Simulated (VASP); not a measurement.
Wanted: the native input for a VASP 6.6.1 run.

| Quantity | Value |
| --- | --- |
| Task | single point |
| Functional | LDA |
| Potentials or basis | VASP PAW LDA potentials, release 64 (Sn_d, Te) |
| Cutoff | 520 eV |
| k mesh | 11 × 11 × 11 |
| Occupations | fermi-dirac, width 0.08 eV |
| Spin | no spin polarisation |
| Dipole correction | no |
| Further INCAR settings | ALGO = Normal; EDIFF = 1e-06; NBANDS = 17 |

The structure of SnTe lies in POSCAR:

```
SnTe
1.0
    0.0000000000      3.1565000000      3.0933700000
    3.1565000000      0.0000000000      3.0933700000
    3.1565000000      3.1565000000      0.0000000000
Sn Te
1 1
Direct
    0.0000000000      0.0000000000      0.0000000000
    0.5000000000      0.5000000000      0.5000000000
```

This cell differs from its parent crystal: zz strain of -2 %.

One way to write it, as run:

INCAR

```
SYSTEM = SnTe
  PREC = Accurate
  ENCUT = 520
  EDIFF = 1E-6
  ISMEAR = -1
  SIGMA = 0.08
  LREAL = .FALSE.
  LASPH = .TRUE.
  NELM = 100
  ALGO = Normal
  ISIF = 2
  LWAVE = .FALSE.
  LCHARG = .TRUE.
  GGA = CA
  LELF = .TRUE.
  LVHAR = .TRUE.
  NBANDS = 17
```

KPOINTS

```
Automatic mesh
0
G
  11 11 11
  0 0 0
```

Potentials or basis: VASP PAW LDA potentials, release 64 (Sn_d, Te).

Command:

```console
$ cat potpaw_LDA.64/Sn_d/POTCAR potpaw_LDA.64/Te/POTCAR > POTCAR
$ mpirun -np 1 vasp_std > vasp.out
```

Results of the run:

```json
{"Pressure": "-0.7 GPa", "Band gap on the k mesh": "0.41 eV"}
```

Caveat: the cell differs from its parent crystal (zz strain of -2 %); spin-orbit coupling is left out, which moves the levels of the heavy elements; an odd mesh through Γ misses points on the zone boundary, where band edges can lie.

Run time: 49 s on 1 thread of Intel(R) Xeon(R) 6975P-C (Granite Rapids), on a shared host, peak memory 0.26 GiB.
